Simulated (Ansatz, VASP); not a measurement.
One calculation of TiSe2, two programs

```
CELL_PARAMETERS angstrom
3.55657 0.00000 0.00000
-1.77828 3.08008 0.00000
0.00000 0.00000 6.34763
ATOMIC_POSITIONS crystal
Ti 0.00000 0.00000 0.00000
Se 0.33333 0.66667 0.23993
Se 0.66667 0.33333 0.76007
```

Alike in both runs: task single point; functional PBE; dispersion D3(BJ); k mesh 6 × 6 × 4; occupations gaussian, width 0.1 eV; no spin polarisation.

|  | VASP | Ansatz |
| --- | --- | --- |
| version | VASP 6.6.1 | Ansatz 0.2.0 |
| potentials or method | VASP PAW PBE potentials, release 64 (Ti_sv, Se), cutoff 500 eV | scalar-relativistic, plane waves, PAW |
| valence electrons in the cell | 24 | 44 |

Ansatz gave:

| Property | Result |
| --- | --- |
| gap on the k mesh at the Fermi level (eV) | none |
| pressure (GPa) | -2.2 |
| traceless stress, the component that is largest in VASP (GPa) | 1.35 |
| rms of the force components (eV/Å) | 0.099 |

**Question.** What did VASP give for the same quantities?

**Answer.** gap on the k mesh at the Fermi level (eV): none; pressure (GPa): -2.1; traceless stress, the component that is largest in VASP (GPa): 1.35; rms of the force components (eV/Å): 0.107.

Atom by atom the forces differ by 0.008 eV/Å (rms over components). A gap of «none» marks a metal or a gap that the smearing closes. VASP's potentials hold 24 valence electrons a cell and Ansatz's 44, so a difference there can come from the potentials and not from the codes. Ansatz's warnings: structure snapped to symmetry.
